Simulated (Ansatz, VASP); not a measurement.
## LiH in VASP and in Ansatz

Contents of INCAR:

```
SYSTEM = LiH
PREC = Accurate
ENCUT = 600
EDIFF = 1E-6
ISMEAR = 0
SIGMA = 0.1
LREAL = .FALSE.
LASPH = .TRUE.
NELM = 100
ALGO = Normal
ISIF = 3
LWAVE = .FALSE.
LCHARG = .FALSE.
GGA = PE
IBRION = 2
NSW = 100
EDIFFG = -0.01
```

KPOINTS

```
Automatic mesh
0
G
  16 16 10
  0 0 0
```

POSCAR

```
LiH
1.0
    2.9659444700      0.0000000000      0.0000000000
    0.0000000000      2.9659444700      0.0000000000
    0.0000000000      0.0000000000      4.5846779200
Li H
2 2
Direct
    0.0000000000      0.5000000000      0.5000000000
    0.5000000000      0.0000000000      0.0000000000
    0.5000000000      0.5000000000      0.2500000000
    0.5000000000      0.5000000000      0.7500000000
```

Input for Ansatz:

```yaml
crystal:
  lattice:
    - [2.96594447, 0.0, 0.0]
    - [0.0, 2.96594447, 0.0]
    - [0.0, 0.0, 4.58467792]
  atoms:
    - { symbol: Li, position: [0.0, 0.5, 0.5] }
    - { symbol: Li, position: [0.5, 0.0, 0.0] }
    - { symbol: H, position: [0.5, 0.5, 0.25] }
    - { symbol: H, position: [0.5, 0.5, 0.75] }
basis:
  ecutwfc: 420
kpoints:
  mp_grid: { grid: [16, 16, 10] }
hamiltonian:
  xc: pbe
scf:
  occupations: { method: gaussian, width: 0.1 }
output:
  forces: true
  stress: true
  eigenvalues: true
  write_density: true
  write_potential: true
  elf: true
  volumetric_format: npy
relax:
  adjacent_minimum: "off"
  f_tol: 0.01
  max_steps: 80
  cell: { stress_tol: 0.05 }
```

Change from the starting cell: species swapped into the ZrH type (P4_2/mmc, No. 131).

Alike in both runs: task relaxation of cell and atoms; functional PBE; k mesh 16 × 16 × 10; occupations gaussian, width 0.1 eV; no spin polarisation.

```csv
,VASP,Ansatz
version,VASP 6.6.1,Ansatz 0.2.0
potentials or method,"VASP PAW PBE potentials, release 64 (Li_sv, H), cutoff 600 eV","scalar-relativistic, plane waves, PAW"
valence electrons in the cell,8,8
```

VASP gave:

- gap on the k mesh at the Fermi level, each at its own relaxed structure (eV): none
- relaxed volume (Å³/atom): 10.25
- relaxed length of the cell vector where the two differ most in proportion (Å): 2.827

Task: Estimate Ansatz's values.

Result: gap on the k mesh at the Fermi level, each at its own relaxed structure (eV): none; relaxed volume (Å³/atom): 10.31; relaxed length of the cell vector where the two differ most in proportion (Å): 2.834.

A gap of «none» marks a metal or a gap that the smearing closes.

Noted on VASP's run: the cutoff is under 1.25 times that of the potentials, so the pressure is a little rough.
